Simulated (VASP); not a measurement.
# HfC (Fm-3m) in VASP: a series of runs, part 3 of 3

VASP 6.6.1. Earlier steps stand in the parts before.

## 6. Single point, PBE (volume scaled by 1.06)

Input file INCAR:

```
SYSTEM = HfC
PREC = Accurate
ENCUT = 520
EDIFF = 1E-6
ISMEAR = -1
SIGMA = 0.05
LREAL = .False.
LASPH = .True.
NELM = 60
ALGO = Normal
ISIF = 2
LWAVE = .False.
LCHARG = .False.
GGA = PE
NBANDS = 14
```

Input file KPOINTS:

```
Automatic mesh
0
Gamma
  15 15 15
  0 0 0
```

Input file POSCAR:

```
HfC
1.0
    0.0000000000      2.3705998121      2.3705998121
    2.3705998121      0.0000000000      2.3705998121
    2.3705998121      2.3705998121      0.0000000000
Hf C
1 1
Direct
    0.5000000000      0.5000000000      0.5000000000
    0.0000000000      0.0000000000      0.0000000000
```

Potentials or basis: VASP PAW PBE potentials, release 64 (Hf_pv, C).

Started as:

```bash
> cat potpaw_PBE.64/Hf_pv/POTCAR potpaw_PBE.64/C/POTCAR > POTCAR
> mpirun -np 1 vasp_std > vasp.out
```

OUTCAR:

```text
SYSTEM = HfC
   PREC = Accurate
   ENCUT = 520
   EDIFF = 1E-6
   ISMEAR = -1
   LREAL = .False.
   LASPH = .True.
   NELM = 60
   ISIF = 2
   GGA = PE

 ion  position               nearest neighbor table
   1  0.500  0.500  0.500-   2 2.37   2 2.37   2 2.37   2 2.37   2 2.37   2 2.37
   2  0.000  0.000  0.000-   1 2.37   1 2.37   1 2.37   1 2.37   1 2.37   1 2.37

  LATTYP: Found a face centered cubic cell.
 ALAT       =     4.7411996242

  Lattice vectors:

 A1 = (   0.0000000000,   2.3705998121,   2.3705998121)
 A2 = (   2.3705998121,   0.0000000000,   2.3705998121)
 A3 = (   2.3705998121,   2.3705998121,   0.0000000000)

Analysis of symmetry for initial positions (statically):
=====================================================================
 Subroutine PRICEL returns:
 Original cell was already a primitive cell.

 Routine SETGRP: Setting up the symmetry group for a
 face centered cubic supercell.

 Subroutine GETGRP returns: Found 48 space group operations
 (whereof 48 operations were pure point group operations)
 out of a pool of 48 trial point group operations.

The static configuration has the point symmetry O_h .

Analysis of symmetry for dynamics (positions and initial velocities):
=====================================================================
 Subroutine PRICEL returns:
 Original cell was already a primitive cell.

 Routine SETGRP: Setting up the symmetry group for a
 face centered cubic supercell.

 Subroutine GETGRP returns: Found 48 space group operations
 (whereof 48 operations were pure point group operations)
 out of a pool of 48 trial point group operations.

The dynamic configuration has the point symmetry O_h .

 Subroutine INISYM returns: Found 48 space group operations
 (whereof 48 operations are pure point group operations),
 and found     1 'primitive' translations

----------------------------------------------------------------------------------------

                                     Primitive cell

[... 114 lines left out ...]
   LORBIT       =      0    0 simple, 1 ext, 2 COOP (PROOUT), +10 PAW based schemes
   GGA     = PE    functional components
   LHFCALC =     F    Hartree Fock is set to
   AEXX    =    0.0000 exact exchange contribution
   IVDW    =     0    specifies the selected vdW correction
   LEPSILON=     F    determine dielectric tensor
   LRPA    =     F    only Hartree local field effects (RPA)
 non-spin polarized calculation
  energy-cutoff  :      520.00
  volume of cell :       26.64
 maximum number of plane-waves:       745
 NGX is ok and might be reduce to    28
   NGX = 13   NGY = 13   NGZ = 13

 number of electron      14.0000000 magnetization

 Free energy of the ion-electron system (eV)
  ---------------------------------------------------
  ext. energy  EPLUGINS =         0.00000000
  ---------------------------------------------------
  free energy    TOTEN  =       -20.98166521 eV

  energy without entropy =      -20.97855859  energy(sigma->0) =      -20.98011190

 E-fermi :   5.4892     XC(G=0): -12.0000

 val. band max:        5.4837974647   @ k =   0.4667   0.4000   0.0000
 cond. band min:       5.4957707192   @ k =  -0.4667   0.4667   0.0000
 fundamental gap:      0.0119732545
 Fermi energy:         5.4892395452

 k-point     1 :       0.0000    0.0000    0.0000
  band No.  band energies     occupation
      1     -24.3428      2.00000
      2     -24.3428      2.00000
      3     -24.3428      2.00000
      4      -6.5002      2.00000
      5       6.4837      0.00000
      6       6.4837      0.00000
      7       6.4837      0.00000
      8       6.8807      0.00000
      9       6.8807      0.00000
     10       6.8807      0.00000
     11       8.7212      0.00000
     12       8.7212      0.00000
     13      11.6669      0.00000
     14      16.3442      0.00000
[... 377 lines left out ...]
      1     -24.4942      2.00000
      2     -24.3891      2.00000
      3     -24.3834      2.00000
      4      -5.6760      2.00000
      5       3.1700      2.00000
      6       4.8715      1.99999
      7       5.1146      1.99889
      8       6.2953      0.00000
      9       8.8250      0.00000
     10       9.1090      0.00000
     11       9.8097      0.00000
     12      11.2599      0.00000
     13      14.3723      0.00000
     14      18.6134      0.00000

 [... further k-points ...]
[... 5 lines left out ...]
  --------------------------------------------------------------------------------------
  -------------------------------------------------------------------------------------
  Total       -2.1231824     -2.1231824     -2.1231824      0.0000000     -0.0000000      0.0000000
  in kB     -127.6712638   -127.6712638   -127.6712638      0.0000000     -0.0000000      0.0000000
  external PRESSURE =    -127.6712638 kB  Pullay stress =       0.0000000 kB

 VOLUME and BASIS-vectors are now :
 -----------------------------------------------------------------------------
  energy-cutoff  :      520.00
  volume of cell :       26.64
      direct lattice vectors                 reciprocal lattice vectors
     0.000000000  2.370599812  2.370599812    -0.210917084  0.210917084  0.210917084
     2.370599812  0.000000000  2.370599812     0.210917084 -0.210917084  0.210917084
     2.370599812  2.370599812  0.000000000     0.210917084  0.210917084 -0.210917084

 POSITION                                       TOTAL-FORCE (eV/Angst)
 -----------------------------------------------------------------------------------
      2.37060      2.37060      2.37060        -0.000000      0.000000      0.000000
      0.00000      0.00000      0.00000         0.000000     -0.000000     -0.000000
 -----------------------------------------------------------------------------------
    total drift:                                0.000000      0.000000      0.000000

  FREE ENERGIE OF THE ION-ELECTRON SYSTEM (eV)
  ---------------------------------------------------
  free  energy   TOTEN  =       -20.9816652051 eV

  energy  without entropy=      -20.9785585924  energy(sigma->0) =      -20.98011190
```

OSZICAR:

```text
N       E                     dE             d eps       ncg     rms          rms(c)
DAV:   1     0.234348689225E+02    0.23435E+02   -0.77774E+03  3376   0.977E+02
DAV:   2    -0.225542994664E+02   -0.45989E+02   -0.42568E+02  4394   0.199E+02
DAV:   3    -0.242227686650E+02   -0.16685E+01   -0.16622E+01  3996   0.274E+01
DAV:   4    -0.242310354384E+02   -0.82668E-02   -0.82662E-02  3930   0.239E+00
DAV:   5    -0.242310914259E+02   -0.55987E-04   -0.55987E-04  4034   0.178E-01    0.512E+01
DAV:   6    -0.210796428964E+02    0.31514E+01   -0.12478E+01  3630   0.182E+01    0.378E+01
DAV:   7    -0.210019091119E+02    0.77734E-01   -0.59748E-01  4128   0.531E+00    0.244E+01
DAV:   8    -0.209913852045E+02    0.10524E-01   -0.10905E-01  3876   0.259E+00    0.746E+00
DAV:   9    -0.209818887572E+02    0.94964E-02   -0.30462E-02  3678   0.108E+00    0.214E+00
DAV:  10    -0.209816709438E+02    0.21781E-03   -0.16126E-03  4284   0.294E-01    0.558E-02
DAV:  11    -0.209816655271E+02    0.54167E-05   -0.84640E-05  3822   0.744E-02    0.135E-02
DAV:  12    -0.209816652051E+02    0.32192E-06   -0.43610E-06  4416   0.176E-02
   1 F= -.20981665E+02 E0= -.20980112E+02  d E =-.310661E-02
```

stdout:

```text
POSCAR found type information on POSCAR HfC
 POSCAR found :  2 types and       2 ions
 scaLAPACK will be used
 LDA part: xc-table for (Slater+PW92), standard interpolation
 POSCAR, INCAR and KPOINTS ok, starting setup
 FFT: planning ... GRIDC
 FFT: planning ... GRID_SOFT
 FFT: planning ... GRID
 WAVECAR not read
 entering main loop
```

It took 50 s on 1 thread of Intel Xeon Platinum 8488C (Sapphire Rapids), shared host; peak memory 0.19 GiB.

Results:

| Property | Result |
| --- | --- |
| Free energy | -20.9817 eV |
| Pressure | -12.8 GPa |
| Band gap on the k mesh | zero (band 7 reaches 6.48 eV, above the bottom of band 8 at 5.09 eV) |

Caveat: spin-orbit coupling is left out, which moves the levels of the heavy elements.

## 7. The runs side by side

```csv
cell,gap on the mesh (eV),pressure (GPa)
"a = 3.266 Å, angles 60.0°, 2 atoms",none,4.6
"a = 3.299 Å, angles 60.0°, 2 atoms",none,-2.8
"a = 3.310 Å, angles 60.0°, 2 atoms",none,-5.0
"a = 3.331 Å, angles 60.0°, 2 atoms",none,-9.1
"a = 3.353 Å, angles 60.0°, 2 atoms",none,-12.8
```

Alike in all rows: task single point; level PBE; potentials or basis VASP PAW PBE potentials, release 64 (Hf_pv, C); no spin polarisation; k mesh 15 × 15 × 15; cutoff (eV) 520; smearing fermi-dirac 0.05 eV.

Caveats: spin-orbit coupling is left out, which moves the levels of the heavy elements.

Absolute energies hang on the potentials; compare differences alone.
